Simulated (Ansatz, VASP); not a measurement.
BeAu3: VASP beside Ansatz

INCAR

```
SYSTEM = BeAu3
PREC     = Accurate       ! precision mode
ENCUT    = 520            ! plane-wave cutoff, eV
EDIFF    = 1E-6           ! SCF threshold, eV
ISMEAR   = -1             ! smearing method
SIGMA    = 0.05           ! smearing width, eV
LREAL    = .FALSE.        ! projectors in reciprocal space
LASPH    = .TRUE.         ! aspherical terms in the spheres
NELM     = 60             ! most SCF steps
ALGO     = Normal         ! electronic algorithm
ISIF     = 2              ! what is computed and relaxed
LWAVE    = .FALSE.        ! write WAVECAR
LCHARG   = .FALSE.        ! write CHGCAR
GGA      = PE             ! functional
NBANDS   = 26             ! bands
```

KPOINTS

```
regular mesh
0
G
  7 7 7
  0 0 0
```

Contents of POSCAR:

```
BeAu3
1.0
    3.9298114699      0.0000000000      0.0000000000
    0.0000000000      3.9298114699      0.0000000000
    0.0000000000      0.0000000000      3.9298114699
Au Be
3 1
Direct
    0.5000000000      0.5000000000      0.0000000000
    0.5000000000      0.0000000000      0.5000000000
    0.0000000000      0.5000000000      0.5000000000
    0.0000000000      0.0000000000      0.0000000000
```

The input input.yaml:

```yaml
crystal:
  lattice:
    - [3.9298114699, 0.0, 0.0]
    - [0.0, 3.9298114699, 0.0]
    - [0.0, 0.0, 3.9298114699]
  atoms:
    - { symbol: Au, position: [0.5, 0.5, 0.0] }
    - { symbol: Au, position: [0.5, 0.0, 0.5] }
    - { symbol: Au, position: [0.0, 0.5, 0.5] }
    - { symbol: Be, position: [0.0, 0.0, 0.0] }
hamiltonian:
  xc: pbe
  pseudopotentials: { kind: paw }
kpoints:
  mp_grid: { grid: [7, 7, 7] }
scf:
  occupations: { method: fermi_dirac, width: 0.05 }
output:
  forces: true
  stress: true
  eigenvalues: true
```

Alike in both runs: task single point; functional PBE; k mesh 7 × 7 × 7; occupations fermi-dirac, width 0.05 eV; no spin polarisation.

```csv
,VASP,Ansatz
version,VASP 6.6.1,Ansatz 0.2.0
potentials or method,"VASP PAW PBE potentials, release 64 (Au, Be)",Ansatz PAW
plane-wave cutoff (eV),520,420
valence electrons in the cell,35,59
```

|  | VASP | Ansatz | Ansatz less VASP |
| --- | --- | --- | --- |
| gap on the k mesh at the Fermi level (eV) | none | none | - |
| pressure (GPa) | 8.6 | 8.9 | +0.36 |

A gap of «none» marks a metal or a gap that the smearing closes. VASP's potentials hold 35 valence electrons a cell and Ansatz's 59, so a difference there can come from the potentials and not from the codes.

Neither program's run includes spin-orbit coupling.
